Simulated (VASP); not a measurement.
InAs3, 4 atoms in the cell. Symmetry: P4/mmm, No. 123, tetragonal system. The conventional cell has a = 4.448 Å, b = 4.448 Å, c = 4.311 Å, α = 90.00°, β = 90.00°, γ = 90.00°. Within 4.1 Å of In (site symmetry 4/mmm) lie 12 As at 3.10 to 3.15 Å. As (site symmetry 4/mmm) has 8 As at 3.10 Å and 4 In at 3.15 Å within 4.1 Å. As (site symmetry mmm) has 4 In at 3.10 Å and 8 As at 3.10 to 3.15 Å within 4.1 Å. The cell was generated, and may not be a known phase.

| Quantity | Value |
| --- | --- |
| Program | VASP 6.6.1 |
| Task | relaxation of cell and atoms |
| Functional | PBE |
| Potentials or basis | VASP PAW PBE potentials, release 64 (In_d, As) |
| Cutoff | 600 eV |
| k mesh | 10 × 10 × 12 |
| Occupations | gaussian, width 0.1 eV |
| Spin | no spin polarisation |
| Dipole correction | no |
| Further INCAR settings | ALGO = Normal; EDIFF = 1e-06; IBRION = 2; EDIFFG = -0.01; NSW = 100; ISIF = 3 |

Potentials or basis: VASP PAW PBE potentials, release 64 (In_d, As).

Run with:

```sh
$ cat potpaw_PBE.64/In_d/POTCAR potpaw_PBE.64/As/POTCAR > POTCAR
$ mpirun -np 1 vasp_std > vasp.out
```

Hardware: 1 thread of Intel Xeon 8259CL, on a shared host.

**Question.** How long does it take, and how much memory?

**Answer.** It took 6.2 min on 1 thread of Intel Xeon 8259CL (shared host), peak memory 0.42 GiB. Counts: scf iterations 17, k points 147, ion steps 2.
